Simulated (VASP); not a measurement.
# Al2Cu (I4/mcm) in VASP: notebook

Al2Cu is run at these levels: PBEsol; tasks: single point.

Everything below comes from runs of VASP 6.6.1. Logs are shortened: lines on timing, memory, paths and dates and some standing lists are left out, and cuts for length are marked.

### Step 1. The cell of the first run

Symmetry: I4/mcm, No. 140, tetragonal system. The conventional cell has a = 6.007 Å, b = 6.007 Å, c = 4.780 Å, α = 90.00°, β = 90.00°, γ = 90.00°. Al (site symmetry m2m) has 4 Cu at 2.56 Å and 11 Al at 2.71 to 3.20 Å within 3.4 Å. Cu (site symmetry 422) has 2 Cu at 2.39 Å and 8 Al at 2.56 Å within 3.2 Å.

### Step 2. Single point, PBEsol (uniaxial strain along c: -1.0 %)

Contents of INCAR:

```
SYSTEM = Al2Cu
PREC     = Accurate       ! precision mode
ENCUT    = 520            ! plane-wave cutoff, eV
EDIFF    = 1E-6           ! SCF threshold, eV
ISMEAR   = 0              ! smearing method
SIGMA    = 0.1            ! smearing width, eV
LREAL    = .FALSE.        ! projectors in reciprocal space
LASPH    = .TRUE.         ! aspherical terms in the spheres
NELM     = 60             ! most SCF steps
ALGO     = Fast           ! electronic algorithm
ISIF     = 2              ! what is computed and relaxed
LWAVE    = .FALSE.        ! write WAVECAR
LCHARG   = .FALSE.        ! write CHGCAR
GGA      = PS             ! functional
NBANDS   = 46             ! bands
```

Contents of KPOINTS:

```
Automatic mesh
0
G
  6 6 8
  0 0 0
```

Contents of POSCAR:

```
Al2Cu
1.0
    6.0073309122      0.0000000000      0.0000000000
    0.0000000000      6.0073309122      0.0000000000
    0.0000000000      0.0000000000      4.7804145481
Al Cu
8 4
Direct
    0.1593393174      0.3406606826      0.0000000000
    0.1593393174      0.6593393174      0.5000000000
    0.8406606826      0.3406606826      0.5000000000
    0.8406606826      0.6593393174      0.0000000000
    0.6593393174      0.8406606826      0.5000000000
    0.6593393174      0.1593393174      0.0000000000
    0.3406606826      0.8406606826      0.0000000000
    0.3406606826      0.1593393174      0.5000000000
    0.0000000000      0.0000000000      0.7500000000
    0.0000000000      0.0000000000      0.2500000000
    0.5000000000      0.5000000000      0.2500000000
    0.5000000000      0.5000000000      0.7500000000
```

Potentials or basis: VASP PAW PBE potentials, release 64 (Al, Cu).

Started as:

```sh
$ cat potpaw_PBE.64/Al/POTCAR potpaw_PBE.64/Cu/POTCAR > POTCAR
$ mpirun -np 1 vasp_std > vasp.out
```

OUTCAR:

```text
SYSTEM = Al2Cu
   PREC = Accurate
   ENCUT = 520
   EDIFF = 1E-6
   ISMEAR = 0
   LREAL = .FALSE.
   LASPH = .TRUE.
   NELM = 60
   ISIF = 2
   GGA = PS

 ion  position               nearest neighbor table
   1  0.159  0.341  0.000-   9 2.56  10 2.56  11 2.56  12 2.56   4 2.71   8 2.84   8 2.84   3 3.06
                             2 3.06   3 3.06   2 3.06   6 3.20   7 3.20   7 3.20   6 3.20
   2  0.159  0.659  0.500-   9 2.56  10 2.56  11 2.56  12 2.56   3 2.71   7 2.84   7 2.84   1 3.06
                             1 3.06   4 3.06   4 3.06   8 3.20   5 3.20   8 3.20   5 3.20
   3  0.841  0.341  0.500-   9 2.56  10 2.56  11 2.56  12 2.56   2 2.71   6 2.84   6 2.84   1 3.06
                             1 3.06   4 3.06   4 3.06   8 3.20   5 3.20   5 3.20   8 3.20
   4  0.841  0.659  0.000-   9 2.56  10 2.56  11 2.56  12 2.56   1 2.71   5 2.84   5 2.84   2 3.06
                             2 3.06   3 3.06   3 3.06   7 3.20   6 3.20   6 3.20   7 3.20
   5  0.659  0.841  0.500-   9 2.56  10 2.56  11 2.56  12 2.56   8 2.71   4 2.84   4 2.84   6 3.06
                             7 3.06   6 3.06   7 3.06   3 3.20   2 3.20   3 3.20   2 3.20
   6  0.659  0.159  0.000-   9 2.56  10 2.56  11 2.56  12 2.56   7 2.71   3 2.84   3 2.84   8 3.06
                             5 3.06   5 3.06   8 3.06   1 3.20   4 3.20   4 3.20   1 3.20
   7  0.341  0.841  0.000-   9 2.56  10 2.56  11 2.56  12 2.56   6 2.71   2 2.84   2 2.84   8 3.06
                             5 3.06   5 3.06   8 3.06   1 3.20   4 3.20   1 3.20   4 3.20
   8  0.341  0.159  0.500-   9 2.56  10 2.56  11 2.56  12 2.56   5 2.71   1 2.84   1 2.84   7 3.06
                             6 3.06   6 3.06   7 3.06   2 3.20   3 3.20   2 3.20   3 3.20
   9  0.000  0.000  0.750-  10 2.39  10 2.39   3 2.56   4 2.56   5 2.56   6 2.56   7 2.56   8 2.56
                             1 2.56   2 2.56
  10  0.000  0.000  0.250-   9 2.39   9 2.39   3 2.56   4 2.56   5 2.56   6 2.56   7 2.56   8 2.56
                             1 2.56   2 2.56
  11  0.500  0.500  0.250-  12 2.39  12 2.39   3 2.56   4 2.56   5 2.56   6 2.56   7 2.56   8 2.56
                             1 2.56   2 2.56
  12  0.500  0.500  0.750-  11 2.39  11 2.39   3 2.56   4 2.56   5 2.56   6 2.56   7 2.56   8 2.56
                             1 2.56   2 2.56

  LATTYP: Found a simple tetragonal cell.
 ALAT       =     6.0073309122
 C/A-ratio  =     0.7957634793

  Lattice vectors:

 A1 = (   6.0073309122,   0.0000000000,   0.0000000000)
 A2 = (   0.0000000000,   6.0073309122,   0.0000000000)
 A3 = (   0.0000000000,   0.0000000000,   4.7804145481)

Analysis of symmetry for initial positions (statically):
=====================================================================
 Subroutine PRICEL returns following result:

  LATTYP: Found a body centered tetragonal cell.
 ALAT       =     6.0073309122
 C/A-ratio  =     0.7957634793

  Lattice vectors:

 A1 = (   3.0036654561,  -3.0036654561,  -2.3902072741)
 A2 = (  -3.0036654561,   3.0036654561,  -2.3902072740)
 A3 = (   3.0036654561,   3.0036654561,   2.3902072740)

   2 primitive cells build up your supercell.

 Routine SETGRP: Setting up the symmetry group for a
 simple tetragonal supercell.

 Subroutine GETGRP returns: Found 16 space group operations
 (whereof  8 operations were pure point group operations)
 out of a pool of 16 trial point group operations.

The static configuration has the point symmetry C_4h.
 The point group associated with its full space group is D_4h.

Analysis of symmetry for dynamics (positions and initial velocities):
=====================================================================
 Subroutine PRICEL returns following result:

  LATTYP: Found a body centered tetragonal cell.
 ALAT       =     6.0073309122
 C/A-ratio  =     0.7957634793

  Lattice vectors:

 A1 = (   3.0036654561,  -3.0036654561,  -2.3902072741)
 A2 = (  -3.0036654561,   3.0036654561,  -2.3902072740)
 A3 = (   3.0036654561,   3.0036654561,   2.3902072740)

   2 primitive cells build up your supercell.

 Routine SETGRP: Setting up the symmetry group for a
 simple tetragonal supercell.

 Subroutine GETGRP returns: Found 16 space group operations
 (whereof  8 operations were pure point group operations)
 out of a pool of 16 trial point group operations.
[... 38 lines left out ...]

----------------------------------------------------------------------------------------

 KPOINTS: Automatic mesh

Automatic generation of k-mesh.
 Grid dimensions read from file:
 generate k-points for:    6    6    8

 Generating k-lattice:

  Cartesian coordinates                     Fractional coordinates (reciprocal lattice)
     0.027743880  0.000000000  0.000000000     0.166666667  0.000000000  0.000000000
     0.000000000  0.027743880  0.000000000     0.000000000  0.166666667  0.000000000
     0.000000000  0.000000000  0.026148360     0.000000000  0.000000000  0.125000000

  Length of vectors
     0.027743880  0.027743880  0.026148360

  Shift w.r.t. Gamma in fractional coordinates (k-lattice)
     0.000000000  0.000000000  0.000000000

 Subroutine IBZKPT returns following result:
 ===========================================

 Found     50 irreducible k-points:

 Following reciprocal coordinates:
            Coordinates               Weight
  0.000000  0.000000  0.000000      1.000000
  0.166667  0.000000  0.000000      4.000000
  0.333333  0.000000  0.000000      4.000000
  0.500000  0.000000  0.000000      2.000000
  0.166667  0.166667  0.000000      4.000000
  0.333333  0.166667  0.000000      8.000000
[... 16 lines left out ...]
  0.333333  0.000000  0.250000      8.000000
  0.500000  0.000000  0.250000      4.000000
 [... further k-points ...]
   k-points           NKPTS =     50   k-points in BZ     NKDIM =     50   number of bands    NBANDS=     46
   number of dos      NEDOS =    301   number of ions     NIONS =     12
   total plane-waves  NPLWV =  82944
   dimension x,y,z NGX =    48 NGY =   48 NGZ =   36
   dimension x,y,z NGXF=    96 NGYF=   96 NGZF=   72
   ions per type =               8   4
   NGX,Y,Z   is equivalent  to a cutoff of  13.28, 13.28, 12.52 a.u.
   NGXF,Y,Z  is equivalent  to a cutoff of  26.57, 26.57, 25.04 a.u.
 SYSTEM =  Al2Cu
   PREC   = accura    normal or accurate (medium, high low for compatibility)
   ISTART =      0    job   : 0-new  1-cont  2-samecut
   ICHARG =      2    charge: 1-file 2-atom 10-const
   ISPIN  =      1    spin polarized calculation?
   LNONCOLLINEAR =      F non collinear calculations
   LSORBIT =      F    spin-orbit coupling
   LASPH  =      T    aspherical Exc in radial PAW
   ENCUT  =  520.0 eV  38.22 Ry    6.18 a.u.  11.17 11.17  8.89*2*pi/ulx,y,z
   NELM   =     60;   NELMIN=  2; NELMDL= -5     # of ELM steps
   EDIFF  = 0.1E-05   stopping-criterion for ELM
   LREAL  =      F    real-space projection
   EDIFFG = 0.1E-04   stopping-criterion for IOM
   NSW    =      0    number of steps for IOM
   IBRION =     -1    ionic relax: 0-MD 1-quasi-New 2-CG
   NFREE  =      0    steps in history (QN), initial steepest desc. (CG)
   ISIF   =      2    stress and relaxation
   ISYM   =      2    0-nonsym 1-usesym 2-fastsym
   POTIM  = 0.5000    time-step for ionic-motion
   TEBEG  =    0.0;   TEEND  =   0.0 temperature during run
   PSTRESS=    0.0 pullay stress
   NELECT =      68.0000    total number of electrons
   NUPDOWN=      -1.0000    fix difference up-down
   EMIN   =  10.00;   EMAX   =-10.00  energy-range for DOS
   EFERMI =   0.00;   METHOD = LEGACY
   ISMEAR =     0;   SIGMA  =   0.10  broadening in eV -4-tet -1-fermi 0-gaus
   EFERMI_NEDOS =   21; number of points for ismear=-14 and -15
   IALGO  =     68    algorithm
   IMIX   =      4    mixing-type and parameters
     AMIX     =   0.40;   BMIX     =  1.00
     AMIX_MAG =   1.60;   BMIX_MAG =  1.00
  volume/ion in A,a.u.               =      14.38        97.02
  Fermi-wavevector in a.u.,A,eV,Ry     =   1.200333  2.268300 19.603250  1.440798
  Thomas-Fermi vector in A             =   2.336171
   LORBIT       =      0    0 simple, 1 ext, 2 COOP (PROOUT), +10 PAW based schemes
   GGA     = PS    functional components
   LHFCALC =     F    Hartree Fock is set to
   AEXX    =    0.0000 exact exchange contribution
   IVDW    =     0    specifies the selected vdW correction
   LEPSILON=     F    determine dielectric tensor
   LRPA    =     F    only Hartree local field effects (RPA)
 non-spin polarized calculation
 RMM-DIIS sequential band-by-band and
 Gauss-broadening in eV      SIGMA  =   0.10
  energy-cutoff  :      520.00
  volume of cell :      172.52
 maximum number of plane-waves:      4696
 NGX is ok and might be reduce to    48
   NGX = 23   NGY = 23   NGZ = 17

 number of electron      68.0000047 magnetization

 Free energy of the ion-electron system (eV)
  ---------------------------------------------------
  ext. energy  EPLUGINS =         0.00000000
  ---------------------------------------------------
  free energy    TOTEN  =       -52.02340170 eV

  energy without entropy =      -52.00614041  energy(sigma->0) =      -52.01477105

 E-fermi :   8.3484     XC(G=0): -11.1001

 val. band max:        8.3471334034   @ k =   0.1667   0.0000   0.0000
 cond. band min:       8.3594827958   @ k =   0.3333   0.3333   0.5000
 fundamental gap:      0.0123493924
 Fermi energy:         8.3483596441

 k-point     1 :       0.0000    0.0000    0.0000
  band No.  band energies     occupation
      1      -2.7198      2.00000
      2       1.1014      2.00000
      3       1.1720      2.00000
      4       1.3108      2.00000
      5       1.3108      2.00000
      6       2.7718      2.00000
[... 1165 lines left out ...]
     45      12.9041      0.00000
     46      12.9041      0.00000

 [... further k-points ...]
[... 5 lines left out ...]
  --------------------------------------------------------------------------------------
  -------------------------------------------------------------------------------------
  Total        0.3651860      0.3651860      2.2369150      0.0000000      0.0000000      0.0000000
  in kB        3.3915329      3.3915329     20.7745389      0.0000000      0.0000000      0.0000000
  external PRESSURE =       9.1858683 kB  Pullay stress =       0.0000000 kB

 VOLUME and BASIS-vectors are now :
 -----------------------------------------------------------------------------
  energy-cutoff  :      520.00
  volume of cell :      172.52
      direct lattice vectors                 reciprocal lattice vectors
     6.007330912  0.000000000  0.000000000     0.166463279  0.000000000  0.000000000
     0.000000000  6.007330912  0.000000000     0.000000000  0.166463279  0.000000000
     0.000000000  0.000000000  4.780414548     0.000000000  0.000000000  0.209186879

 POSITION                                       TOTAL-FORCE (eV/Angst)
 -----------------------------------------------------------------------------------
      0.95720      2.04646      0.00000        -0.048485      0.048485     -0.000000
      0.95720      3.96087      2.39021        -0.048485     -0.048485      0.000000
      5.05013      2.04646      2.39021         0.048485      0.048485      0.000000
      5.05013      3.96087      0.00000         0.048485     -0.048485      0.000000
      3.96087      5.05013      2.39021        -0.048485      0.048485      0.000000
      3.96087      0.95720      0.00000        -0.048485     -0.048485     -0.000000
      2.04646      5.05013      0.00000         0.048485      0.048485      0.000000
      2.04646      0.95720      2.39021         0.048485     -0.048485     -0.000000
      0.00000      0.00000      3.58531        -0.000000      0.000000     -0.000000
      0.00000      0.00000      1.19510        -0.000000      0.000000     -0.000000
      3.00367      3.00367      1.19510        -0.000000      0.000000     -0.000000
      3.00367      3.00367      3.58531        -0.000000      0.000000     -0.000000
 -----------------------------------------------------------------------------------
    total drift:                                0.000000     -0.000000     -0.000000

  FREE ENERGIE OF THE ION-ELECTRON SYSTEM (eV)
  ---------------------------------------------------
  free  energy   TOTEN  =       -52.0234016968 eV

  energy  without entropy=      -52.0061404085  energy(sigma->0) =      -52.01477105
```

Wall time 4.3 min (1 thread of Intel Xeon 6975P-C (Granite Rapids), shared host); peak memory 0.46 GiB.

Results:

| Item | Value |
| --- | --- |
| Free energy | -52.0234 eV |
| Pressure | 0.9 GPa |
| Largest force | 0.069 eV/Å |
| Band gap on the k mesh | zero (band 34 reaches 9.42 eV, above the bottom of band 35 at 7.48 eV) |

Forces in eV/Å, atoms in the order of the input:
```
Al  -0.048  0.048  0.000
Al  -0.048 -0.048  0.000
Al   0.048  0.048  0.000
Al   0.048 -0.048  0.000
Al  -0.048  0.048  0.000
Al  -0.048 -0.048  0.000
Al   0.048  0.048  0.000
Al   0.048 -0.048  0.000
Cu   0.000  0.000  0.000
Cu   0.000  0.000  0.000
Cu   0.000  0.000  0.000
Cu   0.000  0.000  0.000
```

Stress tensor (GPa, compression positive):
```
0.34 0.00 0.00
0.00 0.34 0.00
0.00 0.00 2.08
```

Levels at points of the mesh, in eV from the Fermi level:
```tsv
k point	band 31	band 32	band 33	band 34	band 35	band 36	band 37	band 38
(0.00, 0.00, 0.00)	-1.43	-1.30	-1.30	-0.93	-0.22	0.02	1.54	1.54
(0.50, 0.00, 0.00)	-1.53	-1.53	-0.06	-0.06	0.44	0.44	1.51	1.51
(0.50, 0.50, 0.00)	-1.42	-1.42	-0.91	-0.91	-0.69	-0.69	0.69	0.69
(0.00, 0.00, 0.50)	-0.87	-0.87	-0.87	-0.87	-0.87	-0.87	0.12	0.12
(0.50, 0.00, 0.50)	-2.73	-2.73	0.14	0.14	0.14	0.14	4.00	4.00
(0.50, 0.50, 0.50)	0.32	0.32	0.65	0.65	0.65	0.65	1.75	1.75
```

Caveat: the cell differs from its parent crystal (uniaxial strain along c: -1.0 %); the PAW data sets were made with another functional, which shifts forces and pressure a little.

### Step 3. Single point, PBEsol

This run uses another cell than the first one, of 14.45 Å³/atom, 1.005 times its volume.

Contents of INCAR:

```
SYSTEM = Al2Cu
ALGO = Normal ; EDIFF = 1E-6
ENCUT = 600 ; GGA = PS
GGA_COMPAT = .False. ; ISIF = 2
ISMEAR = 0 ; LASPH = .True.
LCHARG = .False. ; LREAL = .False.
LWAVE = .False. ; NBANDS = 46
NELM = 120 ; PREC = Accurate
SIGMA = 0.1
```

Contents of KPOINTS:

```
k-points
0
Gamma
  8 6 6
  0 0 0
```

Contents of POSCAR:

```
Al2Cu
1.0
    0.0000000000      0.0000000000     -4.8220918972
    5.9962101631      0.0000000000      0.0000000000
    0.0000000000     -5.9962101631      0.0000000000
Al Cu
8 4
Direct
    0.0000000000      0.6590087109      0.1590087109
    0.5000000000      0.1590087109      0.6590087109
    0.5000000000      0.6590087109      0.8409912891
    0.0000000000      0.1590087109      0.3409912891
    1.0000000000      0.8409912891      0.6590087109
    0.5000000000      0.3409912891      0.1590087109
    0.5000000000      0.8409912891      0.3409912891
    0.0000000000      0.3409912891      0.8409912891
    0.7500000000      0.0000000000      0.0000000000
    0.2500000000      0.5000000000      0.5000000000
    0.2500000000      0.0000000000      0.0000000000
    0.7500000000      0.5000000000      0.5000000000
```

Potentials or basis: VASP PAW PBE potentials, release 64 (Al, Cu).

Started as:

```sh
$ cat potpaw_PBE.64/Al/POTCAR potpaw_PBE.64/Cu/POTCAR > POTCAR
$ mpirun -np 1 vasp_std > vasp.out
```

It took 14 min on 1 thread of AMD EPYC 7R13, shared host; peak memory 0.49 GiB.

It converged, with:

```
Free energy            : -52.0346 eV
Pressure               : 0.3 GPa
Largest force          : 0.010 eV/Å
Band gap on the k mesh : zero (band 34 reaches 9.37 eV, above the bottom of band 35 at 7.45 eV)
```

Forces on the atoms (eV/Å):
```
Al  -0.007  0.007  0.000
Al  -0.007  0.007  0.000
Al  -0.007 -0.007  0.000
Al  -0.007 -0.007  0.000
Al   0.007  0.007  0.000
Al   0.007  0.007  0.000
Al   0.007 -0.007  0.000
Al   0.007 -0.007  0.000
Cu   0.000  0.000  0.000
Cu   0.000  0.000  0.000
Cu   0.000  0.000  0.000
Cu   0.000  0.000  0.000
```

Stress tensor (GPa, compression positive):
```
0.37 0.00 0.00
0.00 0.37 0.00
0.00 0.00 0.18
```

Levels at points of the mesh, in eV from the Fermi level:
| k point | band 30 | band 31 | band 32 | band 33 | band 34 | band 35 | band 36 | band 37 | band 38 | band 39 |
| --- | --- | --- | --- | --- | --- | --- | --- | --- | --- | --- |
| (0.00, 0.00, 0.00) | -1.90 | -1.47 | -1.30 | -1.30 | -0.90 | -0.28 | 0.01 | 1.48 | 1.48 | 1.63 |
| (0.50, 0.00, 0.00) | -3.13 | -0.83 | -0.83 | -0.83 | -0.83 | -0.83 | -0.83 | 0.18 | 0.18 | 3.42 |
| (0.00, 0.50, 0.00) | -2.06 | -1.45 | -1.45 | -0.05 | -0.05 | 0.37 | 0.37 | 1.47 | 1.47 | 2.10 |
| (0.50, 0.50, 0.00) | -2.70 | -2.70 | -2.70 | 0.18 | 0.18 | 0.18 | 0.18 | 4.06 | 4.06 | 4.06 |
| (0.00, 0.50, 0.50) | -1.57 | -1.37 | -1.37 | -0.95 | -0.95 | -0.73 | -0.73 | 0.76 | 0.76 | 1.22 |
| (0.50, 0.50, 0.50) | 0.37 | 0.37 | 0.37 | 0.69 | 0.69 | 0.69 | 0.69 | 1.81 | 1.81 | 1.81 |

Caveat: the PAW data sets were made with another functional, which shifts forces and pressure a little.

[end of part 1 of 2]
